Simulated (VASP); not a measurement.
Here is a VASP 6.6.1 calculation.

The input INCAR:

```
SYSTEM = CaPd
PREC = Accurate
ENCUT = 520
EDIFF = 1E-7
ISMEAR = -1
SIGMA = 0.2
LREAL = .FALSE.
LASPH = .TRUE.
NELM = 80
ALGO = Normal
ISIF = 2
LWAVE = .FALSE.
LCHARG = .FALSE.
NBANDS = 28
```

Contents of KPOINTS:

```
regular mesh
0
G
  5 5 3
  0 0 0
```

File POSCAR:

```
CaPd
1.0
    3.5056850000      0.0000000000      0.0000000000
    0.0000000000      3.5056850000      0.0000000000
    0.0000000000      0.0000000000      8.0113700000
Ca Pd
2 2
Direct
    0.0000000000      0.0000000000      0.0000000000
    0.0000000000      0.0000000000      0.4375887021
    0.5000000000      0.5000000000      0.2187943510
    0.5000000000      0.5000000000      0.6563830531
```

Potentials or basis: VASP PAW LDA potentials, release 64 (Ca_sv, Pd).

The run is started by

```console
$ cat potpaw_LDA.64/Ca_sv/POTCAR potpaw_LDA.64/Pd/POTCAR > POTCAR
$ mpirun -np 1 vasp_std > vasp.out
```

Task: What does it give for the largest force?

Result: 0.750 eV/Å.

Task: Estimate the band gap on the k mesh.

Result: Zero (band 20 reaches 4.41 eV, above the bottom of band 21 at 3.03 eV).

Forces on the atoms (eV/Å):
```
Ca   0.000  0.000 -0.722
Ca   0.000  0.000  0.750
Pd   0.000  0.000 -0.125
Pd   0.000  0.000  0.097
```
